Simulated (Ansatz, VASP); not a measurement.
# SiC: VASP beside Ansatz

```
Si C
1.0
     3.09500    0.00000    0.00000
    -1.54750    2.68035    0.00000
     0.00000    0.00000   15.18657
Si C
6 6
Direct
  0.33333 0.66667 0.83299
  0.66667 0.33333 0.33299
  0.66667 0.33333 0.66650
  0.33333 0.66667 0.16650
  0.00000 0.00000 0.49972
  0.00000 0.00000 0.99972
  0.00000 0.00000 0.87437
  0.00000 0.00000 0.37437
  0.33333 0.66667 0.70800
  0.66667 0.33333 0.20800
  0.66667 0.33333 0.54151
  0.33333 0.66667 0.04151
```

Alike in both runs: functional PBE; k mesh 12 × 12 × 2; occupations gaussian, width 0.02 eV; no spin polarisation.

Ansatz relaxed the structure, and its values are those at the end. VASP's run is a single point on that final structure, the one shown.

|  | VASP | Ansatz |
| --- | --- | --- |
| version | VASP 6.6.1 | Ansatz 0.2.0 |
| potentials or method | VASP PAW PBE potentials, release 64 (Si, C), cutoff 520 eV | scalar-relativistic, plane waves, PAW |
| valence electrons in the cell | 48 | 48 |

```csv
,VASP,Ansatz,Ansatz less VASP
gap on the k mesh at the Fermi level (eV),2.03,2.03,+0.002
least direct gap on the mesh (eV),3.12,3.13,+0.002
pressure (GPa),0.0,0.0,+0.05
```
